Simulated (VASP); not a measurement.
Input of a VASP 6.6.1 run:

File INCAR:

```
ALGO = Fast
EDIFF = 1E-7
ENCUT = 520
GGA = PE
ISIF = 2
ISMEAR = -1
LASPH = True
LCHARG = False
LREAL = False
LWAVE = False
NBANDS = 13
NELM = 80
PREC = Accurate
SIGMA = 0.4
```

The input KPOINTS:

```
k-points
0
Gamma
  20 20 20
```

File POSCAR:

```
W
1.0
   -1.6771650000      1.6771650000      1.5174350000
    1.6771650000     -1.6771650000      1.5174350000
    1.6771650000      1.6771650000     -1.5174350000
W
1
Direct
    0.0000000000      0.0000000000      0.0000000000
```

Potentials or basis: VASP PAW PBE potentials, release 64 (W_sv).

Run with:

```sh
$ cat potpaw_PBE.64/W_sv/POTCAR > POTCAR
$ mpirun -np 1 vasp_std > vasp.out
```

Task: What does it give for the band gap on the k mesh?

Result: Zero (bands 7 and 8 overlap by 5.56 eV).

Task: What does it give for the pressure?

Result: -11.6 GPa.

Stress tensor (GPa, compression positive):
```
-18.80   0.00   0.00
  0.00 -18.80   0.00
  0.00   0.00   2.85
```

Caveat: the cell differs from its parent crystal (strain +0.050 along x and y, -0.050 along z); the cell stands under tension; so wide a smearing shifts energies and pressures; spin-orbit coupling is left out, which moves the levels of the heavy elements.
